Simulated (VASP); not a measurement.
# SrTiO3 (Pm-3m) in VASP: a series of runs, part 2 of 2

VASP 6.6.1. Earlier steps stand in the parts before.

### 3 Dielectric tensor, r2SCAN (strain -3.0%)

The input, INCAR:

```
SYSTEM = SrTiO3
ALGO = Normal
EDIFF = 1E-8
ENCUT = 520
ISIF = 2
ISMEAR = 0
LASPH = .TRUE.
LCALCEPS = .TRUE.
LCHARG = .FALSE.
LMIXTAU = .TRUE.
LREAL = .FALSE.
LWAVE = .FALSE.
METAGGA = R2SCAN
NELM = 80
PREC = Accurate
SIGMA = 0.01
```

The input, KPOINTS:

```
k-points
0
G
  6 6 6
  0 0 0
```

The input, POSCAR:

```
SrTiO3
1.0
    3.7896459565      0.0000000000      0.0000000000
    0.0000000000      3.7896459565      0.0000000000
    0.0000000000      0.0000000000      3.7896459565
Sr Ti O
1 1 3
Direct
    0.0000000000      0.0000000000      0.0000000000
    0.5000000000      0.5000000000      0.5000000000
    0.5000000000      0.5000000000      0.0000000000
    0.5000000000      0.0000000000      0.5000000000
    0.0000000000      0.5000000000      0.5000000000
```

Potentials or basis: VASP PAW PBE potentials, release 64 (Sr_sv, Ti_sv, O).

On the command line:

```sh
> cat potpaw_PBE.64/Sr_sv/POTCAR potpaw_PBE.64/Ti_sv/POTCAR potpaw_PBE.64/O/POTCAR > POTCAR
> mpirun -np 1 vasp_std > vasp.out
```

OUTCAR:

```text
SYSTEM = SrTiO3
   EDIFF = 1E-8
   ENCUT = 520
   ISIF = 2
   ISMEAR = 0
   LASPH = .TRUE.
   LREAL = .FALSE.
   METAGGA = R2SCAN
   NELM = 80
   PREC = Accurate

 ion  position               nearest neighbor table
   1  0.000  0.000  0.000-   3 2.68   4 2.68   5 2.68   4 2.68   5 2.68   3 2.68   5 2.68   5 2.68
                             3 2.68   4 2.68   4 2.68   3 2.68   2 3.28   2 3.28   2 3.28   2 3.28
   2  0.500  0.500  0.500-   3 1.89   4 1.89   5 1.89   3 1.89   4 1.89   5 1.89   1 3.28   1 3.28
                             1 3.28   1 3.28   1 3.28   1 3.28   1 3.28   1 3.28
   3  0.500  0.500  0.000-   2 1.89   2 1.89   1 2.68   1 2.68   1 2.68   1 2.68
   4  0.500  0.000  0.500-   2 1.89   2 1.89   1 2.68   1 2.68   1 2.68   1 2.68
   5  0.000  0.500  0.500-   2 1.89   2 1.89   1 2.68   1 2.68   1 2.68   1 2.68

  LATTYP: Found a simple cubic cell.
 ALAT       =     3.7896459565

  Lattice vectors:

 A1 = (   3.7896459565,   0.0000000000,   0.0000000000)
 A2 = (   0.0000000000,   3.7896459565,   0.0000000000)
 A3 = (   0.0000000000,   0.0000000000,   3.7896459565)

Analysis of symmetry for initial positions (statically):
=====================================================================
 Subroutine PRICEL returns:
[... 864 lines left out ...]
    3     0.00000     0.00000     2.54009
 ion    2
    1     7.05679     0.00000     0.00000
    2     0.00000     7.05679     0.00000
    3     0.00000     0.00000     7.05679
 ion    3
    1    -2.02226    -0.00000    -0.00000
    2    -0.00000    -2.02226    -0.00000
    3    -0.00000    -0.00000    -5.55237
 ion    4
    1    -2.02226     0.00000     0.00000
    2    -0.00000    -5.55237    -0.00000
    3    -0.00000    -0.00000    -2.02226
 ion    5
    1    -5.55237    -0.00000    -0.00000
    2     0.00000    -2.02226     0.00000
    3    -0.00000    -0.00000    -2.02226

  FORCE on cell =-STRESS in cart. coord.  units (eV):
  Direction    XX          YY          ZZ          XY          YZ          ZX
  --------------------------------------------------------------------------------------
  -------------------------------------------------------------------------------------
  Total        7.6047337      7.6047337      7.6047337     -0.0000000     -0.0000000      0.0000000
  in kB      223.8714325    223.8714325    223.8714325     -0.0000000     -0.0000000      0.0000000
  external PRESSURE =     223.8714325 kB  Pullay stress =       0.0000000 kB

 VOLUME and BASIS-vectors are now :
 -----------------------------------------------------------------------------
  energy-cutoff  :      520.00
  volume of cell :       54.42
      direct lattice vectors                 reciprocal lattice vectors
     3.789645956  0.000000000  0.000000000     0.263876893  0.000000000  0.000000000
     0.000000000  3.789645956  0.000000000     0.000000000  0.263876893  0.000000000
     0.000000000  0.000000000  3.789645956     0.000000000  0.000000000  0.263876893

 POSITION                                       TOTAL-FORCE (eV/Angst)
 -----------------------------------------------------------------------------------
      0.00000      0.00000      0.00000         0.000000      0.000000      0.000000
      1.89482      1.89482      1.89482         0.000000      0.000000      0.000000
      1.89482      1.89482      0.00000         0.000000      0.000000      0.000000
      1.89482      0.00000      1.89482         0.000000      0.000000      0.000000
      0.00000      1.89482      1.89482         0.000000      0.000000      0.000000
 -----------------------------------------------------------------------------------
    total drift:                                0.000000      0.000000      0.000000

  FREE ENERGIE OF THE ION-ELECTRON SYSTEM (eV)
  ---------------------------------------------------
  free  energy   TOTEN  =       -62.9696110815 eV

  energy  without entropy=      -62.9696110815  energy(sigma->0) =      -62.96961108
```

OSZICAR:

```text
N       E                     dE             d eps       ncg     rms          rms(c)
DAV:   1     0.437315017242E+03    0.43732E+03   -0.22561E+04   960   0.193E+03
[... 13 lines left out ...]
DMP:  12    -0.629696108912E+02   -0.14176E-06   -0.96424E-07   960   0.956E-07   0.280E-06
DMP:  13    -0.629696109719E+02   -0.80663E-07   -0.56209E-07   960   0.561E-07   0.163E-06
DMP:  14    -0.629696110195E+02   -0.47577E-07   -0.33376E-07   960   0.327E-07   0.977E-07
DMP:  15    -0.629696110479E+02   -0.28437E-07   -0.19603E-07   960   0.187E-07   0.583E-07
DMP:  16    -0.629696110648E+02   -0.16868E-07   -0.11866E-07   960   0.115E-07   0.351E-07
DMP:  17    -0.629696110749E+02   -0.10163E-07   -0.74061E-08   960   0.717E-08   0.218E-07
DMP:  18    -0.629696110815E+02   -0.65152E-08   -0.47001E-08   960   0.450E-08   0.140E-07
   1 F= -.62969611E+02 E0= -.62969611E+02  d E =-.168839-159
```

stdout:

```text
POSCAR found type information on POSCAR SrTiO
 POSCAR found :  3 types and       5 ions
 scaLAPACK will be used
 -----------------------------------------------------------------------------
|                                                                             |
[... 118 lines left out ...]
dp_tot=(  0.578E-07 -0.201E-07  0.131E-01 )  diag[e(oo)]=(    ---      ---    5.35381 )
 p_tot=( -0.455E+02 -0.455E+02 -0.455E+02 )
dp_tot=(  0.571E-07 -0.252E-07  0.133E-01 )  diag[e(oo)]=(    ---      ---    5.41422 )
 p_tot=( -0.455E+02 -0.455E+02 -0.455E+02 )
dp_tot=(  0.563E-07 -0.278E-07  0.134E-01 )  diag[e(oo)]=(    ---      ---    5.44865 )
 p_tot=( -0.455E+02 -0.455E+02 -0.455E+02 )
dp_tot=(  0.556E-07 -0.284E-07  0.134E-01 )  diag[
```

Run time: 47 min. Hardware: 1 thread of Intel Xeon Platinum 8259CL at 2.50GHz (Skylake/Cascade Lake), shared host; peak memory 0.36 GiB.

Results:

- Band gap on the k mesh: 2.47 eV (least direct gap 2.78 eV)
- Electronic dielectric tensor (diagonal): 5.49
- Born charges (mean of the diagonal): Sr +2.54; Ti +7.06; O -3.20 e

Levels at points of the mesh, in eV from the valence-band top:
```tsv
k point	band 17	band 18	band 19	band 20	band 21	band 22	band 23	band 24
(0.00, 0.00, 0.00)	-1.38	-0.32	-0.32	-0.32	2.47	2.47	2.47	5.28
(0.50, 0.00, 0.00)	-2.60	-2.30	-0.75	-0.75	2.68	4.70	4.70	5.34
(0.50, 0.50, 0.00)	-1.70	-1.70	-1.70	-0.11	4.71	4.71	5.23	6.53
(0.50, 0.50, 0.50)	-4.05	0.00	0.00	0.00	5.52	5.52	5.52	8.01
```

Electronic dielectric tensor:
```
5.49 0.00 0.00
0.00 5.49 0.00
0.00 0.00 5.49
```

Born effective charge tensors (e):
atom 1, Sr
```
2.54 0.00 0.00
0.00 2.54 0.00
0.00 0.00 2.54
```
atom 2, Ti
```
7.06 0.00 0.00
0.00 7.06 0.00
0.00 0.00 7.06
```
atom 3, O
```
-2.02  0.00  0.00
 0.00 -2.02  0.00
 0.00  0.00 -5.55
```
atom 4, O
```
-2.02  0.00  0.00
 0.00 -5.55  0.00
 0.00  0.00 -2.02
```
atom 5, O
```
-5.55  0.00  0.00
 0.00 -2.02  0.00
 0.00  0.00 -2.02
```

Dipole moments of the cell (e·Å, modulo the quantum): ionic -45.476, -45.476, -45.476; electronic 0.000, 0.000, 0.014

Caveat: the cell differs from its parent crystal (strain -3.0%); the PAW data sets were made with another functional, which shifts forces and pressure a little.
